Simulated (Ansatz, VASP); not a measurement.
**Ba: VASP beside Ansatz**

File INCAR:

```
ALGO = Normal
EDIFF = 1E-7
EDIFFG = -0.01
ENCUT = 600
GGA = RP
IBRION = 2
ISIF = 3
ISMEAR = -1
LASPH = T
LCHARG = F
LREAL = F
LWAVE = F
NELM = 60
NSW = 80
PREC = Accurate
SIGMA = 0.1
```

The input KPOINTS:

```
k-points
0
Gamma
  9 9 9
```

The input POSCAR:

```
Ba
1.0
    0.0000000000      3.1498026247      3.1498026247
    3.1498026247      0.0000000000      3.1498026247
    3.1498026247      3.1498026247      0.0000000000
Ba
1
Direct
    0.0000000000      0.0000000000      0.0000000000
```

Input for Ansatz:

```yaml
crystal:
  lattice:
    - [0.0, 3.1498026247, 3.1498026247]
    - [3.1498026247, 0.0, 3.1498026247]
    - [3.1498026247, 3.1498026247, 0.0]
  atoms:
    - { symbol: Ba, position: [0.0, 0.0, 0.0] }
hamiltonian:
  xc: rpbe
  pseudopotentials:
    kind: paw
    azcp:
      Ba: "pseudopotentials/Ba.paw.azcp"
basis:
  ecutwfc: 420
  fft_grid_basis: typed
kpoints:
  mp_grid: { grid: [9, 9, 9], shift: [0, 0, 0] }
magnetization:
  spin_polarized: false
scf:
  occupations: { method: fermi_dirac, width: 0.1 }
relax:
  max_steps: 60
  f_tol: 0.01
  cell: {}
output:
  write_density: true
  write_potential: true
  elf: true
  volumetric_format: npy
```

Alike in both runs: task relaxation of cell and atoms; functional RPBE; k mesh 9 × 9 × 9; occupations fermi-dirac, width 0.1 eV; no spin polarisation.

|  | VASP | Ansatz |
| --- | --- | --- |
| version | VASP 6.6.1 | Ansatz 0.2.0 |
| potentials or method | VASP PAW PBE potentials, release 64 (Ba_sv), cutoff 600 eV | plane waves (420 eV) with PAW, scalar-relativistic |
| valence electrons in the cell | 10 | 10 |

VASP gave:

```
relaxed volume (Å³/atom)                                     : 70.04
relaxed cell length with the largest relative difference (Å) : 4.627
```

Q: Estimate Ansatz's values.

A: Relaxed volume (Å³/atom): 69.30; relaxed cell length with the largest relative difference (Å): 4.610.

VASP's potentials were made for PBE, not for RPBE.

Spin-orbit coupling is off throughout.
